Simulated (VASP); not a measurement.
# Cu (Fm-3m) in VASP: notebook

Cu is run at these levels: LDA; tasks: single point, relaxation of cell and atoms.

Program: VASP 6.6.1. These are calculated values, not measurements. Logs are shortened: lines on timing, memory, paths and dates and some standing lists are left out, and cuts for length are marked.

## 1. The cell of the first run

It takes space group Fm-3m (No. 225, cubic). The conventional cell has a = 3.518 Å, b = 3.518 Å, c = 3.518 Å, α = 90.00°, β = 90.00°, γ = 90.00°. Cu (site symmetry m-3m) has 12 Cu at 2.49 Å within 3.3 Å.

## 2. Single point, LDA

INCAR

```
PREC = Accurate
ENCUT = 520
EDIFF = 1E-6
ISMEAR = 0
SIGMA = 0.1
LREAL = False
LASPH = True
NELM = 60
ALGO = Normal
ISIF = 2
LWAVE = False
LCHARG = True
LELF = True
LVHAR = True
NBANDS = 12
```

KPOINTS

```
Automatic mesh
0
Gamma
  20 20 20
```

POSCAR

```
Cu
1.0
    0.0000000000      1.7589767723      1.7589767723
    1.7589767723      0.0000000000      1.7589767723
    1.7589767723      1.7589767723      0.0000000000
Cu
1
Direct
    0.0000000000      0.0000000000      0.0000000000
```

Potentials or basis: VASP PAW LDA potentials, release 64 (Cu).

Started as:

```console
$ cat potpaw_LDA.64/Cu/POTCAR > POTCAR
$ mpirun -np 1 vasp_std > vasp.out
```

OUTCAR:

```text
PREC = Accurate
   ENCUT = 520
   EDIFF = 1E-6
   ISMEAR = 0
   LREAL = False
   LASPH = True
   NELM = 60
   ISIF = 2

 ion  position               nearest neighbor table
   1  0.000  0.000  0.000-

  LATTYP: Found a face centered cubic cell.
 ALAT       =     3.5179535446

  Lattice vectors:

 A1 = (   0.0000000000,   1.7589767723,   1.7589767723)
 A2 = (   1.7589767723,   0.0000000000,   1.7589767723)
 A3 = (   1.7589767723,   1.7589767723,   0.0000000000)

Analysis of symmetry for initial positions (statically):
=====================================================================
 Subroutine PRICEL returns:
 Original cell was already a primitive cell.

 Routine SETGRP: Setting up the symmetry group for a
 face centered cubic supercell.

 Subroutine GETGRP returns: Found 48 space group operations
 (whereof 48 operations were pure point group operations)
 out of a pool of 48 trial point group operations.

The static configuration has the point symmetry O_h .

Analysis of symmetry for dynamics (positions and initial velocities):
=====================================================================
 Subroutine PRICEL returns:
 Original cell was already a primitive cell.

 Routine SETGRP: Setting up the symmetry group for a
 face centered cubic supercell.

 Subroutine GETGRP returns: Found 48 space group operations
 (whereof 48 operations were pure point group operations)
 out of a pool of 48 trial point group operations.

The dynamic configuration has the point symmetry O_h .

 Subroutine INISYM returns: Found 48 space group operations
 (whereof 48 operations are pure point group operations),
 and found     1 'primitive' translations

----------------------------------------------------------------------------------------

                                     Primitive cell

  volume of cell :      10.8845

  direct lattice vectors                    reciprocal lattice vectors
     0.000000000  1.758976772  1.758976772    -0.284256170  0.284256170  0.284256170
     1.758976772  0.000000000  1.758976772     0.284256170 -0.284256170  0.284256170
     1.758976772  1.758976772  0.000000000     0.284256170  0.284256170 -0.284256170

  length of vectors
     2.487568807  2.487568807  2.487568807     0.492346128  0.492346128  0.492346128

  position of ions in fractional coordinates (direct lattice)
     0.000000000  0.000000000  0.000000000

  ion indices of the primitive-cell ions
   primitive index   ion index
                 1           1

----------------------------------------------------------------------------------------

 KPOINTS: Automatic mesh

Automatic generation of k-mesh.
 Grid dimensions read from file:
 generate k-points for:   20   20   20

 Generating k-lattice:

  Cartesian coordinates                     Fractional coordinates (reciprocal lattice)
    -0.014212808  0.014212808  0.014212808     0.050000000  0.000000000  0.000000000
     0.014212808 -0.014212808  0.014212808     0.000000000  0.050000000  0.000000000
     0.014212808  0.014212808 -0.014212808     0.000000000  0.000000000  0.050000000

  Length of vectors
     0.024617306  0.024617306  0.024617306

  Shift w.r.t. Gamma in fractional coordinates (k-lattice)
     0.000000000  0.000000000  0.000000000

 Subroutine IBZKPT returns following result:
 ===========================================

 Found    256 irreducible k-points:

 Following reciprocal coordinates:
            Coordinates               Weight
  0.000000  0.000000  0.000000      1.000000
  0.050000  0.000000  0.000000      8.000000
  0.100000  0.000000  0.000000      8.000000
  0.150000  0.000000  0.000000      8.000000
  0.200000  0.000000  0.000000      8.000000
  0.250000  0.000000  0.000000      8.000000
[... 16 lines left out ...]
 -0.400000  0.050000  0.000000     24.000000
 -0.350000  0.050000  0.000000     24.000000
 [... further k-points ...]
   k-points           NKPTS =    256   k-points in BZ     NKDIM =    256   number of bands    NBANDS=     12
   number of dos      NEDOS =    301   number of ions     NIONS =      1
   total plane-waves  NPLWV =   8000
   dimension x,y,z NGX =    20 NGY =   20 NGZ =   20
   dimension x,y,z NGXF=    40 NGYF=   40 NGZF=   40
   ions per type =               1
   NGX,Y,Z   is equivalent  to a cutoff of  13.37, 13.37, 13.37 a.u.
   NGXF,Y,Z  is equivalent  to a cutoff of  26.73, 26.73, 26.73 a.u.
 SYSTEM =  unknown system
   PREC   = accura    normal or accurate (medium, high low for compatibility)
   ISTART =      0    job   : 0-new  1-cont  2-samecut
   ICHARG =      2    charge: 1-file 2-atom 10-const
   ISPIN  =      1    spin polarized calculation?
   LNONCOLLINEAR =      F non collinear calculations
   LSORBIT =      F    spin-orbit coupling
   LASPH  =      T    aspherical Exc in radial PAW
   ENCUT  =  520.0 eV  38.22 Ry    6.18 a.u.   4.63  4.63  4.63*2*pi/ulx,y,z
   NELM   =     60;   NELMIN=  2; NELMDL= -5     # of ELM steps
   EDIFF  = 0.1E-05   stopping-criterion for ELM
   LREAL  =      F    real-space projection
   EDIFFG = 0.1E-04   stopping-criterion for IOM
   NSW    =      0    number of steps for IOM
   IBRION =     -1    ionic relax: 0-MD 1-quasi-New 2-CG
   NFREE  =      0    steps in history (QN), initial steepest desc. (CG)
   ISIF   =      2    stress and relaxation
   ISYM   =      2    0-nonsym 1-usesym 2-fastsym
   POTIM  = 0.5000    time-step for ionic-motion
   TEBEG  =    0.0;   TEEND  =   0.0 temperature during run
   PSTRESS=    0.0 pullay stress
   NELECT =      11.0000    total number of electrons
   NUPDOWN=      -1.0000    fix difference up-down
   EMIN   =  10.00;   EMAX   =-10.00  energy-range for DOS
   EFERMI =   0.00;   METHOD = LEGACY
   ISMEAR =     0;   SIGMA  =   0.10  broadening in eV -4-tet -1-fermi 0-gaus
   EFERMI_NEDOS =   21; number of points for ismear=-14 and -15
   IALGO  =     38    algorithm
   IMIX   =      4    mixing-type and parameters
     AMIX     =   0.40;   BMIX     =  1.00
     AMIX_MAG =   1.60;   BMIX_MAG =  1.00
  volume/ion in A,a.u.               =      10.88        73.45
  Fermi-wavevector in a.u.,A,eV,Ry     =   1.642867  3.104568 36.722268  2.699011
  Thomas-Fermi vector in A             =   2.733097
   LORBIT       =      0    0 simple, 1 ext, 2 COOP (PROOUT), +10 PAW based schemes
   GGA     = CA    functional components
   LHFCALC =     F    Hartree Fock is set to
   AEXX    =    0.0000 exact exchange contribution
   IVDW    =     0    specifies the selected vdW correction
   LEPSILON=     F    determine dielectric tensor
   LRPA    =     F    only Hartree local field effects (RPA)
 non-spin polarized calculation
 Gauss-broadening in eV      SIGMA  =   0.10
  energy-cutoff  :      520.00
  volume of cell :       10.88
 maximum number of plane-waves:       305
   NGX =  9   NGY =  9   NGZ =  9

 number of electron      10.9999998 magnetization

 Free energy of the ion-electron system (eV)
  ---------------------------------------------------
  ext. energy  EPLUGINS =         0.00000000
  ---------------------------------------------------
  free energy    TOTEN  =        -4.70901400 eV

  energy without entropy =       -4.70776441  energy(sigma->0) =       -4.70838921

 E-fermi :   8.3823     XC(G=0): -13.5865

 val. band max:        8.3260747265   @ k =   0.4500   0.3000   0.0000
 cond. band min:       8.3930632742   @ k =   0.5000   0.2500   0.1000
 fundamental gap:      0.0669885477
 Fermi energy:         8.3822772963

 k-point     1 :       0.0000    0.0000    0.0000
  band No.  band energies     occupation
      1      -1.5800      2.00000
      2       5.0722      2.00000
      3       5.0722      2.00000
      4       5.0722      2.00000
      5       6.0227      2.00000
      6       6.0227      2.00000
      7      31.7310      0.00000
      8      34.8545      0.00000
      9      34.8545      0.00000
     10      34.8545      0.00000
     11      37.4733      0.00000
     12      37.4733      0.00000

 k-point     2 :       0.0500    0.0000    0.0000
  band No.  band energies     occupation
      1      -1.4833      2.00000
      2       5.0497      2.00000
      3       5.0920      2.00000
      4       5.0920      2.00000
      5       6.0146      2.00000
      6       6.0146      2.00000
      7      31.2993      0.00000
      8      33.5292      0.00000
      9      34.5501      0.00000
     10      34.5501      0.00000
     11      37.9065      0.00000
     12      37.9065      0.00000

 k-point     3 :       0.1000    0.0000    0.0000
  band No.  band energies     occupation
      1      -1.1960      2.00000
      2       4.9876      2.00000
      3       5.1452      2.00000
      4       5.1452      2.00000
      5       5.9962      2.00000
      6       5.9962      2.00000
      7      29.3949      0.00000
      8      32.6806      0.00000
      9      33.9542      0.00000
     10      33.9542      0.00000
     11      38.8477      0.00000
     12      38.8477      0.00000
[... 286 lines left out ...]
 k-point    23 :      -0.4000    0.0500    0.0000
  band No.  band energies     occupation
      1       2.7070      2.00000
      2       5.0484      2.00000
      3       5.1015      2.00000
      4       5.8661      2.00000
      5       6.5245      2.00000
      6       7.0153      2.00000
      7      14.2606      0.00000
      8      29.1567      0.00000
      9      31.1224      0.00000
     10      32.0212      0.00000
     11      35.0004      0.00000
     12      36.4415      0.00000

 k-point    24 :      -0.3500    0.0500    0.0000
  band No.  band energies     occupation
      1       2.3701      2.00000
      2       5.1056      2.00000
      3       5.1515      2.00000
      4       5.2912      2.00000
      5       6.3766      2.00000
      6       6.6932      2.00000
      7      16.1733      0.00000
      8      29.1245      0.00000
      9      31.5140      0.00000
     10      32.7972      0.00000
     11      35.0699      0.00000
     12      36.9179      0.00000

 [... further k-points ...]
[... 5 lines left out ...]
  --------------------------------------------------------------------------------------
  -------------------------------------------------------------------------------------
  Total        0.0629800      0.0629800      0.0629800      0.0000000     -0.0000000     -0.0000000
  in kB        9.2704891      9.2704891      9.2704891      0.0000000     -0.0000000     -0.0000000
  external PRESSURE =       9.2704891 kB  Pullay stress =       0.0000000 kB

 VOLUME and BASIS-vectors are now :
 -----------------------------------------------------------------------------
  energy-cutoff  :      520.00
  volume of cell :       10.88
      direct lattice vectors                 reciprocal lattice vectors
     0.000000000  1.758976772  1.758976772    -0.284256170  0.284256170  0.284256170
     1.758976772  0.000000000  1.758976772     0.284256170 -0.284256170  0.284256170
     1.758976772  1.758976772  0.000000000     0.284256170  0.284256170 -0.284256170

 POSITION                                       TOTAL-FORCE (eV/Angst)
 -----------------------------------------------------------------------------------
      0.00000      0.00000      0.00000        -0.000000      0.000000     -0.000000
 -----------------------------------------------------------------------------------
    total drift:                                0.000000      0.000000      0.000000

  FREE ENERGIE OF THE ION-ELECTRON SYSTEM (eV)
  ---------------------------------------------------
  free  energy   TOTEN  =        -4.7090140035 eV

  energy  without entropy=       -4.7077644133  energy(sigma->0) =       -4.70838921
```

Run time: 37 s. Hardware: 1 thread of Intel Xeon Platinum 8175M at 2.50GHz (Skylake/Cascade Lake), shared host; peak memory 0.14 GiB.

What came out:

- Free energy: -4.7090 eV
- Pressure: 0.9 GPa

Levels at points of the mesh, in eV from the Fermi level:
| k point | band 4 | band 5 | band 6 | band 7 | band 8 | band 9 |
| --- | --- | --- | --- | --- | --- | --- |
| (0.00, 0.00, 0.00) | -3.31 | -2.36 | -2.36 | 23.35 | 26.47 | 26.47 |
| (0.50, 0.00, 0.00) | -1.72 | -1.72 | -1.20 | 4.18 | 21.83 | 23.23 |
| (0.50, 0.50, 0.00) | -1.56 | -1.56 | 1.45 | 7.73 | 13.67 | 13.67 |

## 3. Single point, LDA

INCAR

```
SYSTEM = Cu
PREC     = Accurate       ! precision mode
ENCUT    = 520            ! plane-wave cutoff, eV
EDIFF    = 1E-6           ! SCF threshold, eV
ISMEAR   = -1             ! smearing method
SIGMA    = 0.15           ! smearing width, eV
LREAL    = .FALSE.        ! projectors in reciprocal space
LASPH    = .TRUE.         ! aspherical terms in the spheres
NELM     = 100            ! most SCF steps
ALGO     = Normal         ! electronic algorithm
ISIF     = 2              ! what is computed and relaxed
LWAVE    = .FALSE.        ! write WAVECAR
LCHARG   = .FALSE.        ! write CHGCAR
GGA      = CA             ! functional
NBANDS   = 12             ! bands
```

KPOINTS

```
Automatic mesh
0
G
  20 20 20
  0 0 0
```

POSCAR

```
Cu
1.0
    0.0000000000      1.7592205820      1.7592205820
    1.7592205820      0.0000000000      1.7592205820
    1.7592205820      1.7592205820      0.0000000000
Cu
1
Direct
    0.0000000000      0.0000000000      0.0000000000
```

Potentials or basis: VASP PAW LDA potentials, release 64 (Cu).

Started as:

```console
$ cat potpaw_LDA.64/Cu/POTCAR > POTCAR
$ mpirun -np 1 vasp_std > vasp.out
```

OUTCAR:

```text
SYSTEM = Cu
   PREC = Accurate
   ENCUT = 520
   EDIFF = 1E-6
   ISMEAR = -1
   LREAL = .FALSE.
   LASPH = .TRUE.
   NELM = 100
   ISIF = 2
   GGA = CA

 ion  position               nearest neighbor table
   1  0.000  0.000  0.000-

  LATTYP: Found a face centered cubic cell.
 ALAT       =     3.5184411640

  Lattice vectors:

 A1 = (   0.0000000000,   1.7592205820,   1.7592205820)
 A2 = (   1.7592205820,   0.0000000000,   1.7592205820)
 A3 = (   1.7592205820,   1.7592205820,   0.0000000000)

Analysis of symmetry for initial positions (statically):
=====================================================================
 Subroutine PRICEL returns:
 Original cell was already a primitive cell.

 Routine SETGRP: Setting up the symmetry group for a
 face centered cubic supercell.

 Subroutine GETGRP returns: Found 48 space group operations
 (whereof 48 operations were pure point group operations)
 out of a pool of 48 trial point group operations.

The static configuration has the point symmetry O_h .

Analysis of symmetry for dynamics (positions and initial velocities):
=====================================================================
 Subroutine PRICEL returns:
 Original cell was already a primitive cell.

 Routine SETGRP: Setting up the symmetry group for a
 face centered cubic supercell.

 Subroutine GETGRP returns: Found 48 space group operations
 (whereof 48 operations were pure point group operations)
 out of a pool of 48 trial point group operations.

The dynamic configuration has the point symmetry O_h .

 Subroutine INISYM returns: Found 48 space group operations
 (whereof 48 operations are pure point group operations),
 and found     1 'primitive' translations

----------------------------------------------------------------------------------------

                                     Primitive cell

[... 112 lines left out ...]
   LORBIT       =      0    0 simple, 1 ext, 2 COOP (PROOUT), +10 PAW based schemes
   GGA     = CA    functional components
   LHFCALC =     F    Hartree Fock is set to
   AEXX    =    0.0000 exact exchange contribution
   IVDW    =     0    specifies the selected vdW correction
   LEPSILON=     F    determine dielectric tensor
   LRPA    =     F    only Hartree local field effects (RPA)
 non-spin polarized calculation
  energy-cutoff  :      520.00
  volume of cell :       10.89
 maximum number of plane-waves:       305
   NGX =  9   NGY =  9   NGZ =  9

 number of electron      10.9999998 magnetization

 Free energy of the ion-electron system (eV)
  ---------------------------------------------------
  ext. energy  EPLUGINS =         0.00000000
  ---------------------------------------------------
  free energy    TOTEN  =        -4.71847877 eV

  energy without entropy =       -4.69787922  energy(sigma->0) =       -4.70817899

 E-fermi :   8.4179     XC(G=0): -13.5845

 val. band max:        8.3941161227   @ k =  -0.4500   0.1000   0.0000
 cond. band min:       8.4229979170   @ k =   0.4500   0.3500   0.0000
 fundamental gap:      0.0288817944
 Fermi energy:         8.4179268503

 k-point     1 :       0.0000    0.0000    0.0000
  band No.  band energies     occupation
      1      -1.5824      2.00000
      2       5.0630      2.00000
      3       5.0630      2.00000
      4       5.0630      2.00000
      5       6.0125      2.00000
      6       6.0125      2.00000
      7      31.7226      0.00000
      8      34.8419      0.00000
      9      34.8419      0.00000
     10      34.8419      0.00000
     11      37.4593      0.00000
     12      37.4593      0.00000
[... 331 lines left out ...]
 k-point    24 :      -0.3500    0.0500    0.0000
  band No.  band energies     occupation
      1       2.3653      2.00000
      2       5.0965      2.00000
      3       5.1423      2.00000
      4       5.2843      2.00000
      5       6.3661      2.00000
      6       6.6828      1.99998
      7      16.1633      0.00000
      8      29.1136      0.00000
      9      31.5036      0.00000
     10      32.7836      0.00000
     11      35.0571      0.00000
     12      36.9046      0.00000

 [... further k-points ...]

------------------------ aborting loop because EDIFF is reached ----------------------------------------

  FORCE on cell =-STRESS in cart. coord.  units (eV):
  Direction    XX          YY          ZZ          XY          YZ          ZX
  --------------------------------------------------------------------------------------
  -------------------------------------------------------------------------------------
  Total        0.0623240      0.0623240      0.0623240      0.0000000     -0.0000000      0.0000000
  in kB        9.1701247      9.1701247      9.1701247      0.0000000     -0.0000000      0.0000000
  external PRESSURE =       9.1701247 kB  Pullay stress =       0.0000000 kB

 VOLUME and BASIS-vectors are now :
 -----------------------------------------------------------------------------
  energy-cutoff  :      520.00
  volume of cell :       10.89
      direct lattice vectors                 reciprocal lattice vectors
     0.000000000  1.759220582  1.759220582    -0.284216775  0.284216775  0.284216775
     1.759220582  0.000000000  1.759220582     0.284216775 -0.284216775  0.284216775
     1.759220582  1.759220582  0.000000000     0.284216775  0.284216775 -0.284216775

 POSITION                                       TOTAL-FORCE (eV/Angst)
 -----------------------------------------------------------------------------------
      0.00000      0.00000      0.00000        -0.000000     -0.000000     -0.000000
 -----------------------------------------------------------------------------------
    total drift:                                0.000000      0.000000      0.000000

  FREE ENERGIE OF THE ION-ELECTRON SYSTEM (eV)
  ---------------------------------------------------
  free  energy   TOTEN  =        -4.7184787654 eV

  energy  without entropy=       -4.6978792174  energy(sigma->0) =       -4.70817899
```

stdout:

```text
POSCAR found type information on POSCAR Cu
 POSCAR found :  1 types and       1 ions
 scaLAPACK will be used
 LDA part: xc-table for (Slater(with rela. corr.)+CA(PZ))
 , standard interpolation
 POSCAR, INCAR and KPOINTS ok, starting setup
 FFT: planning ... GRIDC
 FFT: planning ... GRID_SOFT
 FFT: planning ... GRID
 WAVECAR not read
 entering main loop
```

It took 38 s on 1 thread of Intel Xeon Platinum 8175M at 2.50GHz (Skylake/Cascade Lake), shared host; peak memory 0.14 GiB.

Results:

- Free energy: -4.7185 eV
- Pressure: 0.9 GPa

(Part 1 of 2 ends here.)
